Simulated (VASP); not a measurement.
Here is a VASP 6.6.1 calculation.

INCAR

```
SYSTEM = SiC
ALGO = Normal
EDIFF = 1E-6
ENCUT = 520
GGA = PE
ISIF = 2
ISMEAR = 0
LASPH = .True.
LCHARG = .False.
LREAL = .False.
LWAVE = .False.
NBANDS = 36
NELM = 100
PREC = Accurate
SIGMA = 0.05
```

The input KPOINTS:

```
k-points
0
Gamma
  10 10 2
  0 0 0
```

File POSCAR:

```
SiC
1.0
    2.1898640950     -2.1898640950      0.0000000000
    2.1898640950      0.0000000000     -2.1898640950
   12.7743532117      6.7520079640      6.7520079640
Si C
6 6
Direct
    0.6371701400     -0.3628298600      0.3958000000
    0.1232868067      0.1232868067      0.2291333333
    0.1510534733      0.1510534733      0.5624666667
    0.1788201400      0.1788201400      0.8958000000
   -0.3350631933     -0.3350631933      0.7291333333
    0.6094034733      0.6094034733      0.0624666667
    0.2656409733      0.2656409733      0.4374666667
   -0.2482423600     -0.2482423600      0.2708000000
   -0.2204756933     -0.2204756933      0.6041333333
   -0.1927090267     -0.1927090267      0.9374666667
   -0.7065923600     -0.7065923600      0.7708000000
    0.2378743067      0.2378743067      0.1041333333
```

Potentials or basis: VASP PAW PBE potentials, release 64 (Si, C).

Command:

```sh
$ cat potpaw_PBE.64/Si/POTCAR potpaw_PBE.64/C/POTCAR > POTCAR
$ mpirun -np 1 vasp_std > vasp.out
```

Estimate the pressure.

-0.4 GPa.

What does it give for the band gap on the k mesh?

1.05 eV, indirect (least direct gap 1.98 eV).

Stress tensor (GPa, compression positive):
```
 2.21  1.46  1.46
 1.46 -1.64 -2.62
 1.46 -2.62 -1.64
```

Caveat: forces of over 1 eV/Å act on the atoms, so gaps and moduli don't describe the material at rest. A k mesh can miss the band edges.
